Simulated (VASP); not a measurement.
A run of VASP 6.6.1:

File INCAR:

```
ALGO = Normal
EDIFF = 1E-6
ENCUT = 520
GGA = PE
ISIF = 2
ISMEAR = 0
LASPH = T
LCHARG = T
LELF = T
LREAL = F
LVHAR = T
LWAVE = F
NBANDS = 29
NELM = 60
PREC = Accurate
SIGMA = 0.1
```

The input KPOINTS:

```
k-points
0
Gamma
  4 4 4
```

Contents of POSCAR:

```
ZrBN
1.0
    3.7998999400      0.0000000000      0.0000000000
    0.0000000000      3.7998999400      0.0000000000
    0.0000000000      0.0000000000      4.1627105400
Zr B N
2 2 2
Direct
    0.0000000000      0.5000000000      0.5000000000
    0.5000000000      0.0000000000      0.5000000000
    0.0000000000      0.0000000000      0.6208156000
    0.0000000000      0.0000000000      0.3791844000
    0.0000000000      0.0000000000      0.8469134500
    0.0000000000      0.0000000000      0.1530865500
```

Potentials or basis: VASP PAW PBE potentials, release 64 (Zr_sv, B, N).

The run is started by

```console
$ cat potpaw_PBE.64/Zr_sv/POTCAR potpaw_PBE.64/B/POTCAR potpaw_PBE.64/N/POTCAR > POTCAR
$ mpirun -np 1 vasp_std > vasp.out
```

Hardware: 1 thread of AMD EPYC 7R43 64-Core Processor (Zen 3), on a shared host.

Problem. Estimate the wall time of this run.

Solution. Wall time 53 s on 1 thread of AMD EPYC 7R43 64-Core Processor (Zen 3) (shared host), peak memory 0.14 GiB. Counts: scf iterations 15, k points 18.
